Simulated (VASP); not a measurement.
A run of VASP 6.6.1 is set up as follows.

The input POSCAR:

```
SiO2
1.0
    0.0000000000      2.2522835922      2.2522835922
    2.2522835922      0.0000000000      2.2522835922
    2.2522835922      2.2522835922      0.0000000000
Si O
1 2
Direct
    0.0000000000      0.0000000000      0.0000000000
    0.2500000000      0.2500000000      0.2500000000
    0.7500000000      0.7500000000      0.7500000000
```

File INCAR.step1:

```
ALGO = Normal ; EDIFF = 1E-5
ENCUT = 660 ; GGA = PE
GGA_COMPAT = False ; ISMEAR = -1
LASPH = True ; LCHARG = False
LREAL = False ; LWAVE = True
NBANDS = 15 ; NELM = 120
PREC = Accurate ; SIGMA = 0.1
```

The input INCAR.step2:

```
ALGO = Normal ; EDIFF = 1E-6
ENCUT = 660 ; GGA_COMPAT = False
ISIF = 2 ; ISMEAR = -1
ISTART = 1 ; LASPH = True
LCHARG = False ; LMIXTAU = True
LREAL = False ; LWAVE = False
METAGGA = R2SCAN ; NBANDS = 15
NELM = 120 ; PREC = Accurate
SIGMA = 0.1
```

File KPOINTS:

```
k-points
0
Gamma
  13 13 13
```

Potentials or basis: VASP PAW PBE potentials, release 64 (Si, O).

Launch:

```bash
$ cat potpaw_PBE.64/Si/POTCAR potpaw_PBE.64/O/POTCAR > POTCAR
$ cp INCAR.step1 INCAR
$ mpirun -np 1 vasp_std > vasp.out
$ cp INCAR.step2 INCAR
$ mpirun -np 1 vasp_std > vasp.out
```

**Question.** Predict the pressure.

**Answer.** 5.0 GPa.

**Question.** Estimate the band gap on the k mesh.

**Answer.** 2.77 eV (least direct gap 2.85 eV).

Caveat: the cell stands under pressure; the PAW data sets were made with another functional, which shifts forces and pressure a little; an odd mesh through Γ misses points on the zone boundary, where band edges can lie.
